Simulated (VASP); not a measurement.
A run of VASP 6.6.1:

The input INCAR:

```
SYSTEM = SrAl2H2
PREC = Accurate
ENCUT = 520
EDIFF = 1E-6
ISMEAR = 0
SIGMA = 0.15
LREAL = .False.
LASPH = .True.
NELM = 60
ALGO = Normal
ISIF = 2
LWAVE = .False.
LCHARG = .False.
GGA = PS
NBANDS = 17
```

KPOINTS

```
regular mesh
0
Gamma
  12 12 10
  0 0 0
```

Contents of POSCAR:

```
SrAl2H2
1.0
    4.3442860214      0.0000000000      0.0000000000
   -2.1721430107      3.7622620558      0.0000000000
    0.0000000000      0.0000000000      4.7214000000
Sr Al H
1 2 2
Direct
    0.0000000000      0.0000000000      0.0000000000
    0.3333333333      0.6666666667      0.4589000000
    0.6666666667      0.3333333333      0.5411000000
    0.3333333333      0.6666666667      0.0976000000
    0.6666666667      0.3333333333      0.9024000000
```

Potentials or basis: VASP PAW PBE potentials, release 64 (Sr_sv, Al, H).

Run with:

```console
$ cat potpaw_PBE.64/Sr_sv/POTCAR potpaw_PBE.64/Al/POTCAR potpaw_PBE.64/H/POTCAR > POTCAR
$ mpirun -np 1 vasp_std > vasp.out
```

Hardware: 1 thread of Intel(R) Xeon(R) Platinum 8488C (Sapphire Rapids), with other jobs on the host.

**Question.** Estimate the wall time of this run.

**Answer.** Wall time 2.9 min on 1 thread of Intel(R) Xeon(R) Platinum 8488C (Sapphire Rapids) (shared host), peak memory 0.35 GiB. Counts: scf iterations 18, k points 162.
